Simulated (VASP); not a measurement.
# LaYbS3 (Cmcm) in VASP: single point with r2SCAN

Aim: the single point of LaYbS3 with r2SCAN.

All numbers are computed with VASP 6.6.1; they aren't measurements. Logs are shortened: lines on timing, memory, paths and dates and some standing lists are left out, and cuts for length are marked.

## (1) The cell of the first run

It takes space group Cmcm (No. 63, orthorhombic). Conventional cell: a = 3.789 Å, b = 10.956 Å, c = 9.444 Å, α = 90.00°, β = 90.00°, γ = 90.00°. Within 3.2 Å of Yb (site symmetry 2/m) lie 6 S at 2.46 to 2.57 Å. Within 3.9 Å of S (site symmetry m) lie 3 Yb at 2.57 to 3.88 Å and 3 La at 2.85 to 3.11 Å and 11 S at 3.11 to 3.79 Å. S (site symmetry m2m) has 2 Yb at 2.46 Å and 2 La at 2.78 Å within 3.2 Å. La (site symmetry m2m) has 9 S at 2.78 to 3.45 Å and 2 Yb at 3.64 Å and 2 La at 3.79 Å within 3.8 Å.

## (2) Single point, r2SCAN

Contents of POSCAR:

```
LaYbS3
1.0
    3.7885471177      0.0000000000      0.0000000000
    1.8942735588     -5.4779819953      0.0000000000
    0.0000000000      0.0000000000     -9.4440013981
Yb S La
2 6 2
Direct
    0.0000000000      0.0000000000      0.0000000000
    0.0000000000      0.0000000000      0.5000000000
    0.3501390110      0.2997219781      0.9402920688
    0.6498609890      0.7002780219      0.4402920688
    0.6498609890      0.7002780219      0.0597079312
    0.3501390110      0.2997219781      0.5597079312
    0.0614921667      0.8770156667      0.7500000000
    0.9385078333      0.1229843333      0.2500000000
    0.7467699942      0.5064600115      0.7500000000
    0.2532300058      0.4935399885      0.2500000000
```

Contents of INCAR.step1:

```
SYSTEM = LaYbS3
  ALGO = Normal
  EDIFF = 1E-4
  ENCUT = 520
  GGA = PE
  ISMEAR = -1
  LASPH = .TRUE.
  LCHARG = .FALSE.
  LREAL = .FALSE.
  LWAVE = .TRUE.
  NBANDS = 64
  NELM = 100
  PREC = Accurate
  SIGMA = 0.1
```

Contents of INCAR.step2:

```
SYSTEM = LaYbS3
  ALGO = Normal
  EDIFF = 1E-6
  ENCUT = 520
  ISIF = 2
  ISMEAR = -1
  ISTART = 1
  LASPH = .TRUE.
  LCHARG = .FALSE.
  LMIXTAU = .TRUE.
  LREAL = .FALSE.
  LWAVE = .FALSE.
  METAGGA = R2SCAN
  NBANDS = 64
  NELM = 100
  PREC = Accurate
  SIGMA = 0.1
```

Contents of KPOINTS:

```
k-points
0
G
  5 5 2
  0 0 0
```

Potentials or basis: VASP PAW PBE potentials, release 64 (Yb, S, La).

On the command line:

```
$ cat potpaw_PBE.64/Yb/POTCAR potpaw_PBE.64/S/POTCAR potpaw_PBE.64/La/POTCAR > POTCAR
$ cp INCAR.step1 INCAR
$ mpirun -np 1 vasp_std > vasp.out
$ cp INCAR.step2 INCAR
$ mpirun -np 1 vasp_std > vasp.out
```

OUTCAR:

```text
SYSTEM = LaYbS3
   EDIFF = 1E-6
   ENCUT = 520
   ISIF = 2
   ISMEAR = -1
   ISTART = 1
   LASPH = .TRUE.
   LREAL = .FALSE.
   METAGGA = R2SCAN
   NELM = 100
   PREC = Accurate

 ion  position               nearest neighbor table
   1  0.000  0.000  0.000-   7 2.46   8 2.46   5 2.57   3 2.57   5 2.57   3 2.57  10 3.64   9 3.64

   2  0.000  0.000  0.500-   7 2.46   8 2.46   4 2.57   6 2.57   6 2.57   4 2.57  10 3.64   9 3.64

   3  0.350  0.300  0.940-   1 2.57   1 2.57   9 2.85   9 2.85  10 3.11
   4  0.650  0.700  0.440-   2 2.57   2 2.57  10 2.85  10 2.85   9 3.11
   5  0.650  0.700  0.060-   1 2.57   1 2.57  10 2.85  10 2.85   9 3.11
   6  0.350  0.300  0.560-   2 2.57   2 2.57   9 2.85   9 2.85  10 3.11
   7  0.061  0.877  0.750-   1 2.46   2 2.46   9 2.78   9 2.78
   8  0.939  0.123  0.250-   1 2.46   2 2.46  10 2.78  10 2.78
   9  0.747  0.506  0.750-   7 2.78   7 2.78   3 2.85   6 2.85   3 2.85   6 2.85   5 3.11   4 3.11
                             2 3.64   1 3.64
  10  0.253  0.494  0.250-   8 2.78   8 2.78   5 2.85   4 2.85   4 2.85   5 2.85   6 3.11   3 3.11
                             2 3.64   1 3.64

  LATTYP: Found a base centered orthorhombic cell.
 ALAT       =     3.7885471177
 B/A-ratio  =     2.8918642557
 C/A-ratio  =     2.4927765459

  Lattice vectors:

 A1 = (   1.8942735589,   5.4779819953,   0.0000000000)
 A2 = (   1.8942735588,  -5.4779819953,   0.0000000000)
 A3 = (   0.0000000000,   0.0000000000,  -9.4440013981)

Analysis of symmetry for initial positions (statically):
=====================================================================
 Subroutine PRICEL returns:
 Original cell was already a primitive cell.

 Routine SETGRP: Setting up the symmetry group for a
 base centered orthorhombic supercell.

 Subroutine GETGRP returns: Found  8 space group operations
 (whereof  4 operations were pure point group operations)
 out of a pool of  8 trial point group operations.

The static configuration has the point symmetry C_2h.
 The point group associated with its full space group is D_2h.

Analysis of symmetry for dynamics (positions and initial velocities):
=====================================================================
 Subroutine PRICEL returns:
 Original cell was already a primitive cell.

 Routine SETGRP: Setting up the symmetry group for a
 base centered orthorhombic supercell.

 Subroutine GETGRP returns: Found  8 space group operations
 (whereof  4 operations were pure point group operations)
 out of a pool of  8 trial point group operations.

The dynamic configuration has the point symmetry C_2h.
 The point group associated with its full space group is D_2h.

 Subroutine INISYM returns: Found  8 space group operations
 (whereof  4 operations are pure point group operations),
 and found     1 'primitive' translations

----------------------------------------------------------------------------------------

                                     Primitive cell

  volume of cell :     195.9970

  direct lattice vectors                    reciprocal lattice vectors
     3.788547118  0.000000000  0.000000000     0.263953428  0.091274488  0.000000000
     1.894273559 -5.477981995  0.000000000     0.000000000 -0.182548975  0.000000000
     0.000000000  0.000000000 -9.444001398     0.000000000  0.000000000 -0.105887320

  length of vectors
     3.788547118  5.796253881  9.444001398     0.279289177  0.182548975  0.105887320

  position of ions in fractional coordinates (direct lattice)
     0.000000000  0.000000000  0.000000000
     0.000000000  0.000000000  0.500000000
     0.350139011  0.299721978  0.940292069
     0.649860989  0.700278022  0.440292069
     0.649860989  0.700278022  0.059707931
     0.350139011  0.299721978  0.559707931
     0.061492167  0.877015667  0.750000000
     0.938507833  0.122984333  0.250000000
     0.746769994  0.506460012  0.750000000
     0.253230006  0.493539988  0.250000000

  ion indices of the primitive-cell ions
   primitive index   ion index
                 1           1
                 2           2
                 3           3
                 4           4
                 5           5
                 6           6
                 7           7
                 8           8
                 9           9
                10          10

----------------------------------------------------------------------------------------

 KPOINTS: k-points

Automatic generation of k-mesh.
 Grid dimensions read from file:
 generate k-points for:    5    5    2

 Generating k-lattice:

  Cartesian coordinates                     Fractional coordinates (reciprocal lattice)
     0.052790686  0.018254898  0.000000000     0.200000000  0.000000000  0.000000000
     0.000000000 -0.036509795  0.000000000     0.000000000  0.200000000  0.000000000
     0.000000000  0.000000000 -0.052943660     0.000000000  0.000000000  0.500000000

  Length of vectors
     0.055857835  0.036509795  0.052943660

  Shift w.r.t. Gamma in fractional coordinates (k-lattice)
     0.000000000  0.000000000  0.000000000

 Subroutine IBZKPT returns following result:
 ===========================================

 Found     18 irreducible k-points:

 Following reciprocal coordinates:
            Coordinates               Weight
  0.000000  0.000000  0.000000      1.000000
  0.200000 -0.000000  0.000000      4.000000
  0.400000 -0.000000  0.000000      4.000000
  0.000000  0.200000  0.000000      2.000000
  0.400000  0.200000  0.000000      2.000000
 -0.400000  0.200000  0.000000      4.000000
[... 10 lines left out ...]
  0.000000  0.400000  0.500000      2.000000
 -0.200000  0.400000  0.500000      2.000000
   k-points           NKPTS =     18   k-points in BZ     NKDIM =     18   number of bands    NBANDS=     64
   number of dos      NEDOS =    301   number of ions     NIONS =     10
   total plane-waves  NPLWV =  94080
   dimension x,y,z NGX =    28 NGY =   48 NGZ =   70
   dimension x,y,z NGXF=    56 NGYF=   96 NGZF=  140
   ions per type =               2   6   2
   NGX,Y,Z   is equivalent  to a cutoff of  12.29, 13.77, 12.32 a.u.
   NGXF,Y,Z  is equivalent  to a cutoff of  24.57, 27.53, 24.64 a.u.
 SYSTEM =  LaYbS3
   PREC   = accura    normal or accurate (medium, high low for compatibility)
   ISTART =      1    job   : 0-new  1-cont  2-samecut
   ICHARG =      0    charge: 1-file 2-atom 10-const
   ISPIN  =      1    spin polarized calculation?
   LNONCOLLINEAR =      F non collinear calculations
   LSORBIT =      F    spin-orbit coupling
   LASPH  =      T    aspherical Exc in radial PAW
   ENCUT  =  520.0 eV  38.22 Ry    6.18 a.u.   7.04 10.78 17.56*2*pi/ulx,y,z
   NELM   =    100;   NELMIN=  2; NELMDL=  0     # of ELM steps
   EDIFF  = 0.1E-05   stopping-criterion for ELM
   LREAL  =      F    real-space projection
   EDIFFG = 0.1E-04   stopping-criterion for IOM
   NSW    =      0    number of steps for IOM
   IBRION =     -1    ionic relax: 0-MD 1-quasi-New 2-CG
   NFREE  =      0    steps in history (QN), initial steepest desc. (CG)
   ISIF   =      2    stress and relaxation
   ISYM   =      2    0-nonsym 1-usesym 2-fastsym
   POTIM  = 0.5000    time-step for ionic-motion
   TEBEG  =    0.0;   TEEND  =   0.0 temperature during run
   PSTRESS=    0.0 pullay stress
   NELECT =     106.0000    total number of electrons
   NUPDOWN=      -1.0000    fix difference up-down
   EMIN   =  10.00;   EMAX   =-10.00  energy-range for DOS
   EFERMI =   0.00;   METHOD = LEGACY
   ISMEAR =    -1;   SIGMA  =   0.10  broadening in eV -4-tet -1-fermi 0-gaus
   EFERMI_NEDOS =   21; number of points for ismear=-14 and -15
   IALGO  =     38    algorithm
   IMIX   =      4    mixing-type and parameters
     AMIX     =   0.40;   BMIX     =  1.00
     AMIX_MAG =   1.60;   BMIX_MAG =  1.00
  volume/ion in A,a.u.               =      19.60       132.27
  Fermi-wavevector in a.u.,A,eV,Ry     =   1.333809  2.520534 24.205400  1.779047
  Thomas-Fermi vector in A             =   2.462639
   LORBIT       =      0    0 simple, 1 ext, 2 COOP (PROOUT), +10 PAW based schemes
   METAGGA = R2SCAN    functional components
   LHFCALC =     F    Hartree Fock is set to
   AEXX    =    0.0000 exact exchange contribution
   IVDW    =     0    specifies the selected vdW correction
   LEPSILON=     F    determine dielectric tensor
   LRPA    =     F    only Hartree local field effects (RPA)
 non-spin polarized calculation
  energy-cutoff  :      520.00
  volume of cell :      196.00
 maximum number of plane-waves:      5329
   NGX = 15   NGY = 21   NGZ = 35

 number of electron     106.0000020 magnetization

 Free energy of the ion-electron system (eV)
  ---------------------------------------------------
  ext. energy  EPLUGINS =         0.00000000
  ---------------------------------------------------
  free energy    TOTEN  =      -198.91231726 eV

  energy without entropy =     -198.57546324  energy(sigma->0) =     -198.74389025

 E-fermi :   6.4465     XC(G=0): -11.5204

 val. band max:        6.4418140493   @ k =  -0.2000   0.4000   0.0000
 cond. band min:       6.4618538125   @ k =   0.0000   0.0000   0.5000
 fundamental gap:      0.0200397632
 Fermi energy:         6.4465188745

 k-point     1 :       0.0000    0.0000    0.0000
  band No.  band energies     occupation
      1     -46.0747      2.00000
      2     -46.0743      2.00000
      3     -26.1193      2.00000
      4     -26.1130      2.00000
      5     -17.9301      2.00000
      6     -17.8478      2.00000
[... 56 lines left out ...]
     63      10.4423      0.00000
     64      10.4455      0.00000

 k-point     2 :       0.2000   -0.0000    0.0000
  band No.  band energies     occupation
      1     -46.0729      2.00000
      2     -46.0725      2.00000
      3     -26.0918      2.00000
      4     -26.0867      2.00000
      5     -17.9243      2.00000
      6     -17.8409      2.00000
[... 56 lines left out ...]
     63      10.3771      0.00000
     64      10.3994      0.00000

 k-point     3 :       0.4000   -0.0000    0.0000
  band No.  band energies     occupation
      1     -46.0701      2.00000
      2     -46.0697      2.00000
      3     -26.0461      2.00000
      4     -26.0441      2.00000
      5     -17.9147      2.00000
      6     -17.8303      2.00000
[... 994 lines left out ...]
     63      10.3761      0.00000
     64      10.3839      0.00000

 k-point    18 :      -0.2000    0.4000    0.5000
  band No.  band energies     occupation
      1     -46.0727      2.00000
      2     -46.0727      2.00000
      3     -26.0885      2.00000
      4     -26.0885      2.00000
      5     -17.8850      2.00000
      6     -17.8850      2.00000
[... 56 lines left out ...]
     63      10.2873      0.00000
     64      10.2873      0.00000

------------------------ aborting loop because EDIFF is reached ----------------------------------------

  FORCE on cell =-STRESS in cart. coord.  units (eV):
  Direction    XX          YY          ZZ          XY          YZ          ZX
  --------------------------------------------------------------------------------------
  -------------------------------------------------------------------------------------
  Total       24.3141649     24.3838582     24.5252670      0.0000000     -0.0000000      0.0000000
  in kB      198.7561626    199.3258709    200.4818175      0.0000000     -0.0000000      0.0000000
  external PRESSURE =     199.5212837 kB  Pullay stress =       0.0000000 kB

 VOLUME and BASIS-vectors are now :
 -----------------------------------------------------------------------------
  energy-cutoff  :      520.00
  volume of cell :      196.00
      direct lattice vectors                 reciprocal lattice vectors
     3.788547118  0.000000000  0.000000000     0.263953428  0.091274488  0.000000000
     1.894273559 -5.477981995  0.000000000     0.000000000 -0.182548975  0.000000000
     0.000000000  0.000000000 -9.444001398     0.000000000  0.000000000 -0.105887320

 POSITION                                       TOTAL-FORCE (eV/Angst)
 -----------------------------------------------------------------------------------
      0.00000      0.00000      0.00000         0.000000      0.000000      0.000000
      0.00000      0.00000     -4.72200         0.000000      0.000000      0.000000
      1.89427     -1.64187     -8.88012        -0.000000     -0.024475      0.017623
      3.78855     -3.83611     -4.15812         0.000000      0.024475      0.017623
      3.78855     -3.83611     -0.56388         0.000000      0.024475     -0.017623
      1.89427     -1.64187     -5.28588        -0.000000     -0.024475     -0.017623
      1.89427     -4.80428     -7.08300         0.000000      0.029355      0.000000
      3.78855     -0.67371     -2.36100        -0.000000     -0.029355     -0.000000
      3.78855     -2.77438     -7.08300        -0.000000     -0.005195      0.000000
      1.89427     -2.70360     -2.36100         0.000000      0.005195      0.000000
 -----------------------------------------------------------------------------------
    total drift:                               -0.000000     -0.000000     -0.000000

  FREE ENERGIE OF THE ION-ELECTRON SYSTEM (eV)
  ---------------------------------------------------
  free  energy   TOTEN  =      -198.9123172621 eV

  energy  without entropy=     -198.5754632431  energy(sigma->0) =     -198.74389025
```

Run time: 1.8 h. Hardware: 1 thread of Intel Xeon 8259CL, shared host; peak memory 0.48 GiB.

What came out:

* Free energy: -198.9123 eV
* Pressure: 20.0 GPa
* Largest force: 0.030 eV/Å
* Band gap on the k mesh: zero (bands 53 and 54 overlap by 0.81 eV)

Forces on the atoms (eV/Å):
```
Yb   0.000  0.000  0.000
Yb   0.000  0.000  0.000
S    0.000 -0.024  0.018
S    0.000  0.024  0.018
S    0.000  0.024 -0.018
S    0.000 -0.024 -0.018
S    0.000  0.029  0.000
S    0.000 -0.029  0.000
La   0.000 -0.005  0.000
La   0.000  0.005  0.000
```

Caveat: the cell stands under pressure; the PAW data sets were made with another functional, which shifts forces and pressure a little; spin-orbit coupling is left out, which moves the levels of the heavy elements. With open d or f shells a metallic result of r2SCAN can be an artefact of self-interaction; +U or a hybrid may open a gap.

The gap in the log of VASP goes by the Fermi energy; the results here count the filled bands.